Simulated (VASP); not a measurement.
# B (R-3m) in VASP: further runs, part 2 of 2

VASP 6.6.1.

## 3. Single point, PBEsol

This run uses another cell than the first one: it holds 15 atoms, not 2.

The input, INCAR:

```
SYSTEM = B
PREC = Accurate
ENCUT = 520
EDIFF = 1E-6
ISMEAR = 0
SIGMA = 0.1
LREAL = Auto
LASPH = .True.
NELM = 100
ALGO = Normal
ISIF = 2
LWAVE = .False.
LCHARG = .False.
GGA = PS
NBANDS = 36
```

The input, KPOINTS:

```
regular mesh
0
Gamma
  6 6 6
  0 0 0
```

The input, POSCAR:

```
B
1.0
    2.7970008425      1.6148491893      4.0252000000
   -2.7970008425      1.6148491893      4.0252000000
    0.0000000000     -3.2296983787      4.0252000000
B
15
Direct
    0.5000000000      0.5000000000      0.5000000000
    0.8039000000      0.3161000000      0.8039000000
    0.8039000000      0.8039000000      0.3161000000
    0.3161000000      0.8039000000      0.8039000000
    0.1961000000      0.6839000000      0.1961000000
    0.6839000000      0.1961000000      0.1961000000
    0.1961000000      0.1961000000      0.6839000000
    0.0060000000      0.3295000000      0.0060000000
    0.0060000000      0.0060000000      0.3295000000
    0.3295000000      0.0060000000      0.0060000000
    0.9940000000      0.6705000000      0.9940000000
    0.6705000000      0.9940000000      0.9940000000
    0.9940000000      0.9940000000      0.6705000000
    0.6192000000      0.6192000000      0.6192000000
    0.3808000000      0.3808000000      0.3808000000
```

Potentials or basis: VASP PAW PBE potentials, release 64 (B).

The run is started by

```console
$ cat potpaw_PBE.64/B/POTCAR > POTCAR
$ mpirun -np 1 vasp_std > vasp.out
```

Run time: 2.8 min. Hardware: 1 thread of Intel Xeon Platinum 8259CL at 2.50GHz (Skylake/Cascade Lake), shared host; peak memory 0.27 GiB.

It converged, with:

* Free energy: -100.4447 eV
* Pressure: 19.3 GPa
* Largest force: 5.160 eV/Å

Forces in eV/Å, atoms in the order of the input:
```
B    0.000  0.000  0.000
B    1.312 -0.758 -0.471
B    0.000  1.516 -0.471
B   -1.312 -0.758 -0.471
B   -1.312  0.758  0.471
B    1.312  0.758  0.471
B    0.000 -1.516  0.471
B   -0.173  0.100 -0.049
B    0.000 -0.200 -0.049
B    0.173  0.100 -0.049
B    0.173 -0.100  0.049
B   -0.173 -0.100  0.049
B    0.000  0.200  0.049
B    0.000  0.000  5.160
B    0.000  0.000 -5.160
```

Stress tensor (GPa, compression positive):
```
19.23  0.00  0.00
 0.00 19.23  0.00
 0.00  0.00 19.51
```

Levels at points of the mesh, in eV from the Fermi level:
| k point | band 20 | band 21 | band 22 | band 23 | band 24 | band 25 |
| --- | --- | --- | --- | --- | --- | --- |
| (0.00, 0.00, 0.00) | -0.10 | -0.10 | 0.35 | 0.56 | 0.56 | 5.67 |
| (0.50, 0.00, 0.00) | -1.18 | -0.62 | -0.39 | -0.29 | -0.01 | 3.43 |
| (0.50, 0.50, 0.00) | -1.62 | -0.76 | -0.70 | 0.14 | 0.95 | 3.64 |
| (0.50, 0.50, 0.50) | -0.48 | -0.48 | -0.44 | -0.44 | 0.29 | 3.59 |

Caveat: the PAW data sets were made with another functional, which shifts forces and pressure a little.

## 4. Single point, PBEsol

This run uses another cell than the first one: it holds 15 atoms, not 2.

The input, INCAR:

```
SYSTEM = B
ALGO = Normal
EDIFF = 1E-6
ENCUT = 520
GGA = PS
ISIF = 2
ISMEAR = 0
LASPH = .TRUE.
LCHARG = .FALSE.
LREAL = Auto
LWAVE = .FALSE.
NBANDS = 36
NELM = 100
PREC = Accurate
SIGMA = 0.1
```

The input, KPOINTS:

```
k-points
0
G
  6 6 6
  0 0 0
```

The input, POSCAR:

```
B
1.0
    2.8922195493      1.6698237353      3.9745672720
   -2.8922195493      1.6698237353      3.9745672720
    0.0000000000     -3.3396474707      3.9745672720
B
15
Direct
    0.5000000000      0.5000000000      0.5000000000
    0.8065126302      0.3011270950      0.8065126302
    0.8065126302      0.8065126302      0.3011270950
    0.3011270950      0.8065126302      0.8065126302
    0.1934873698      0.6988729050      0.1934873698
    0.6988729050      0.1934873698      0.1934873698
    0.1934873698      0.1934873698      0.6988729050
    0.0064534786      0.3300571575      0.0064534786
    0.0064534786      0.0064534786      0.3300571575
    0.3300571575      0.0064534786      0.0064534786
    0.9935465214      0.6699428425      0.9935465214
    0.6699428425      0.9935465214      0.9935465214
    0.9935465214      0.9935465214      0.6699428425
    0.6357840441      0.6357840441      0.6357840441
    0.3642159559      0.3642159559      0.3642159559
```

The run is started by

```console
$ cat potpaw_PBE.64/B/POTCAR > POTCAR
$ mpirun -np 1 vasp_std > vasp.out
```

Wall time 2.6 min (1 thread of Intel Xeon Platinum 8259CL at 2.50GHz (Skylake/Cascade Lake), shared host); peak memory 0.27 GiB.

The run converged. Its results:

```
Free energy   : -102.1124 eV
Pressure      : 0.4 GPa
Largest force : 0.021 eV/Å
```

Forces in eV/Å, atoms in the order of the input:
```
B    0.000  0.000  0.000
B   -0.013  0.008 -0.014
B    0.000 -0.016 -0.014
B    0.013  0.008 -0.014
B    0.013 -0.008  0.014
B   -0.013 -0.008  0.014
B    0.000  0.016  0.014
B   -0.003  0.002  0.016
B    0.000 -0.003  0.016
B    0.003  0.002  0.016
B    0.003 -0.002 -0.016
B   -0.003 -0.002 -0.016
B    0.000  0.003 -0.016
B    0.000  0.000  0.008
B    0.000  0.000 -0.008
```

Stress tensor (GPa, compression positive):
```
0.50 0.00 0.00
0.00 0.50 0.00
0.00 0.00 0.30
```

Levels at points of the mesh, in eV from the Fermi level:
```csv
k point,band 20,band 21,band 22,band 23,band 24,band 25,band 26,band 27
"(0.00, 0.00, 0.00)",-0.29,-0.29,0.42,0.42,1.36,5.14,5.14,5.57
"(0.50, 0.00, 0.00)",-1.04,-0.90,-0.35,-0.20,0.04,3.14,3.65,4.76
"(0.50, 0.50, 0.00)",-1.20,-1.01,-0.70,0.24,1.16,3.34,4.47,4.59
"(0.50, 0.50, 0.50)",-1.00,-0.55,-0.55,-0.43,0.65,3.77,3.77,3.90
```

Caveat: the PAW data sets were made with another functional, which shifts forces and pressure a little.

## 5. Single point, PBEsol

This run uses another cell than the first one: it holds 12 atoms, not 2.

The input, INCAR:

```
ALGO = Normal
EDIFF = 1E-6
ENCUT = 520
GGA = PS
ISIF = 2
ISMEAR = 0
LASPH = True
LCHARG = False
LREAL = False
LWAVE = False
NBANDS = 30
NELM = 60
PREC = Accurate
SIGMA = 0.1
```

The input, KPOINTS:

```
k-points
0
Gamma
  6 6 6
```

The input, POSCAR:

```
B
1.0
    2.4384344309      1.4078307751      4.1647154208
   -2.4384344309      1.4078307751      4.1647154208
    0.0000000000     -2.8156615502      4.1647154209
B
12
Direct
    0.0106400012      0.6538476553      0.0106400012
    0.0106400012      0.0106400012      0.6538476553
    0.6538476553      0.0106400012      0.0106400012
    0.9893599988      0.3461523447      0.9893599988
    0.3461523447      0.9893599988      0.9893599988
    0.9893599988      0.9893599988      0.3461523447
    0.2216407896      0.6296941872      0.2216407896
    0.2216407896      0.2216407896      0.6296941872
    0.6296941872      0.2216407896      0.2216407896
    0.7783592104      0.3703058128      0.7783592104
    0.3703058128      0.7783592104      0.7783592104
    0.7783592104      0.7783592104      0.3703058128
```

The run is started by

```console
$ cat potpaw_PBE.64/B/POTCAR > POTCAR
$ mpirun -np 1 vasp_std > vasp.out
```

It took 79 s on 1 thread of Intel Xeon Platinum 8259CL at 2.50GHz (Skylake/Cascade Lake), shared host; peak memory 0.25 GiB.

Results (log left out):

```yaml
Free_energy: -84.4723 eV
Pressure: 0.4 GPa
Largest_force: 0.031 eV/Å
Band_gap_on_the_k_mesh: 1.34 eV, indirect (least direct gap 1.70 eV)
```

Forces on the atoms (eV/Å):
```
B    0.014 -0.008 -0.026
B    0.000  0.017 -0.026
B   -0.014 -0.008 -0.026
B   -0.014  0.008  0.026
B    0.014  0.008  0.026
B    0.000 -0.017  0.026
B    0.013 -0.007  0.009
B    0.000  0.015  0.009
B   -0.013 -0.007  0.009
B   -0.013  0.007 -0.009
B    0.013  0.007 -0.009
B    0.000 -0.015 -0.009
```

Stress tensor (GPa, compression positive):
```
0.28 0.00 0.00
0.00 0.28 0.00
0.00 0.00 0.62
```

Levels at points of the mesh, in eV from the valence-band top:
| k point | band 16 | band 17 | band 18 | band 19 | band 20 | band 21 |
| --- | --- | --- | --- | --- | --- | --- |
| (0.00, 0.00, 0.00) | -0.85 | -0.85 | -0.36 | 1.34 | 4.54 | 4.54 |
| (0.50, 0.00, 0.00) | -1.97 | -1.76 | -0.59 | 1.87 | 3.19 | 3.55 |
| (0.50, 0.50, 0.00) | -2.64 | -2.17 | -1.95 | 1.39 | 2.57 | 2.79 |
| (0.50, 0.50, 0.50) | -1.96 | -1.96 | 0.00 | 2.52 | 2.73 | 2.73 |

Caveat: the PAW data sets were made with another functional, which shifts forces and pressure a little. As with any semilocal functional, this PBEsol gap is likely too small.

## 6. Single point, PBEsol

This run uses another cell than the first one: it holds 12 atoms, not 2.

The input, INCAR:

```
SYSTEM = B
PREC     = Accurate       ! precision mode
ENCUT    = 520            ! plane-wave cutoff, eV
EDIFF    = 1E-7           ! SCF threshold, eV
ISMEAR   = 0              ! smearing method
SIGMA    = 0.1            ! smearing width, eV
LREAL    = .FALSE.        ! projectors in reciprocal space
LASPH    = .TRUE.         ! aspherical terms in the spheres
NELM     = 100            ! most SCF steps
ALGO     = Normal         ! electronic algorithm
ISIF     = 2              ! what is computed and relaxed
LWAVE    = .FALSE.        ! write WAVECAR
LCHARG   = .FALSE.        ! write CHGCAR
GGA      = PS             ! functional
NBANDS   = 30             ! bands
```

The input, KPOINTS:

```
Automatic mesh
0
G
  6 6 6
  0 0 0
```

The input, POSCAR:

```
B
1.0
    2.4589507939      1.4196759028      4.1935000000
   -2.4589507939      1.4196759028      4.1935000000
    0.0000000000     -2.8393518055      4.1935000000
B
12
Direct
    0.0101900000      0.6536100000      0.0101900000
    0.0101900000      0.0101900000      0.6536100000
    0.6536100000      0.0101900000      0.0101900000
    0.9898100000      0.3463900000      0.9898100000
    0.3463900000      0.9898100000      0.9898100000
    0.9898100000      0.9898100000      0.3463900000
    0.2211800000      0.6306000000      0.2211800000
    0.2211800000      0.2211800000      0.6306000000
    0.6306000000      0.2211800000      0.2211800000
    0.7788200000      0.3694000000      0.7788200000
    0.3694000000      0.7788200000      0.7788200000
    0.7788200000      0.7788200000      0.3694000000
```

Potentials or basis: VASP PAW PBE potentials, release 64 (B).

The run is started by

```console
$ cat potpaw_PBE.64/B/POTCAR > POTCAR
$ mpirun -np 1 vasp_std > vasp.out
```

Run time: 96 s. Hardware: 1 thread of Intel Xeon Platinum 8259CL at 2.50GHz (Skylake/Cascade Lake), shared host; peak memory 0.25 GiB.

It converged, with:

```
Free energy            : -84.4428 eV
Pressure               : -4.9 GPa
Largest force          : 0.197 eV/Å
Band gap on the k mesh : 1.40 eV, indirect (least direct gap 1.76 eV)
```

Forces on the atoms (eV/Å):
```
B   -0.094  0.054  0.165
B    0.000 -0.108  0.165
B    0.094  0.054  0.165
B    0.094 -0.054 -0.165
B   -0.094 -0.054 -0.165
B    0.000  0.108 -0.165
B   -0.056  0.032 -0.035
B    0.000 -0.064 -0.035
B    0.056  0.032 -0.035
B    0.056 -0.032  0.035
B   -0.056 -0.032  0.035
B    0.000  0.064  0.035
```

Stress tensor (GPa, compression positive):
```
-5.13  0.00  0.00
 0.00 -5.13  0.00
 0.00  0.00 -4.35
```

Levels at points of the mesh, in eV from the valence-band top:
```
           k point  band 16  band 17  band 18  band 19  band 20  band 21
(0.00, 0.00, 0.00)    -0.86    -0.86    -0.36     1.40     4.46     4.46
(0.50, 0.00, 0.00)    -1.94    -1.70    -0.61     1.88     3.14     3.55
(0.50, 0.50, 0.00)    -2.60    -2.11    -1.93     1.40     2.57     2.75
(0.50, 0.50, 0.50)    -1.87    -1.87     0.00     2.56     2.71     2.71
```

Caveat: the PAW data sets were made with another functional, which shifts forces and pressure a little.

## 7. Overview

```tsv
task	cell	k mesh	cutoff (eV)	gap on the mesh (eV)	pressure (GPa)	largest force (eV/Å)
relaxation of cell and atoms	relaxed from a = 2.872 Å, angles 54.5°, 2 atoms	9 × 9 × 9	600	none	-0.1	0.02
single point	a = 5.161 Å, angles 65.6°, 15 atoms	6 × 6 × 6	520	none	19.3	5.16
single point	a = 5.191 Å, angles 67.7°, 15 atoms	6 × 6 × 6	520	none	0.4	0.02
single point	a = 5.027 Å, angles 58.0°, 12 atoms	6 × 6 × 6	520	1.34	0.4	0.03
single point	a = 5.064 Å, angles 58.1°, 12 atoms	6 × 6 × 6	520	1.40	-4.9	0.20
```

Alike in all rows: level PBEsol; potentials or basis VASP PAW PBE potentials, release 64 (B); no spin polarisation; smearing gaussian 0.1 eV.

Caveats: the PAW data sets were made with another functional, which shifts forces and pressure a little.

Total energies depend on the potentials used, so only differences within one code and one set of settings carry meaning.
